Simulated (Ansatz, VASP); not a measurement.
## Two plane-wave programs on KTaO3

File POSCAR:

```
KTaO3
1.0
    3.9883000000      0.0000000000      0.0000000000
    0.0000000000      3.9883000000      0.0000000000
    0.0000000000      0.0000000000      3.9883000000
K Ta O
1 1 3
Direct
    0.4247799814      0.5000000000      0.4623899907
    0.0000000000      0.0000000000      0.0000000000
    0.5000000000      0.0000000000      0.0000000000
    0.0000000000      0.5000000000      0.0000000000
    0.0000000000      0.0000000000      0.5000000000
```

File INCAR.step1:

```
SYSTEM = KTaO3
PREC = Accurate
ENCUT = 520
ISMEAR = 0
SIGMA = 0.05
LREAL = .False.
LASPH = .True.
NELM = 80
NBANDS = 27
GGA = PE
ALGO = Normal
EDIFF = 1E-4
LWAVE = .True.
LCHARG = .False.
```

File INCAR.step2:

```
SYSTEM = KTaO3
PREC = Accurate
ENCUT = 520
EDIFF = 1E-7
ISMEAR = 0
SIGMA = 0.05
LREAL = .False.
LASPH = .True.
NELM = 80
ALGO = Normal
ISIF = 2
LWAVE = .False.
LCHARG = .False.
METAGGA = R2SCAN
LMIXTAU = .True.
NBANDS = 27
ISTART = 1
```

The input KPOINTS:

```
regular mesh
0
Gamma
  6 6 6
  0 0 0
```

Input for Ansatz:

```yaml
crystal:
  lattice:
    - [3.9883, 0.0, 0.0]
    - [0.0, 3.9883, 0.0]
    - [0.0, 0.0, 3.9883]
  atoms:
    - { symbol: K, position: [0.4247799814, 0.5, 0.4623899907] }
    - { symbol: Ta, position: [0.0, 0.0, 0.0] }
    - { symbol: O, position: [0.5, 0.0, 0.0] }
    - { symbol: O, position: [0.0, 0.5, 0.0] }
    - { symbol: O, position: [0.0, 0.0, 0.5] }
basis:
  ecutwfc: 500
kpoints:
  mp_grid: { grid: [6, 6, 6] }
hamiltonian:
  xc: r2scan
scf:
  occupations: { method: gaussian, width: 0.05 }
output:
  forces: true
  stress: true
  eigenvalues: true
  write_density: true
  write_potential: true
  elf: true
  volumetric_format: npy
```

Alike in both runs: task single point; functional r2SCAN; k mesh 6 × 6 × 6; occupations gaussian, width 0.05 eV; no spin polarisation.

|  | VASP | Ansatz |
| --- | --- | --- |
| version | VASP 6.6.1 | Ansatz 0.2.0 |
| potentials or method | VASP PAW PBE potentials, release 64 (K_sv, Ta_pv, O), cutoff 520 eV | scalar-relativistic, plane waves, PAW |
| valence electrons in the cell | 38 | 40 |

|  | VASP | Ansatz | Ansatz less VASP |
| --- | --- | --- | --- |
| gap on the k mesh at the Fermi level (eV) | 2.55 | 2.58 | +0.030 |
| least direct gap on the mesh (eV) | 3.19 | 3.20 | +0.016 |
| pressure (GPa) | 3.2 | 2.2 | -0.97 |
| traceless stress, the component that is largest in VASP (GPa) | 1.83 | 1.79 | -0.041 |
| rms of the force components (eV/Å) | 0.509 | 0.497 | -0.0124 |

VASP's potentials were made for PBE, not for r2SCAN. Atom by atom the forces differ by 0.013 eV/Å (rms over components). VASP's potentials hold 38 valence electrons a cell and Ansatz's 40, so a difference there can come from the potentials and not from the codes.

Neither program's run includes spin-orbit coupling.
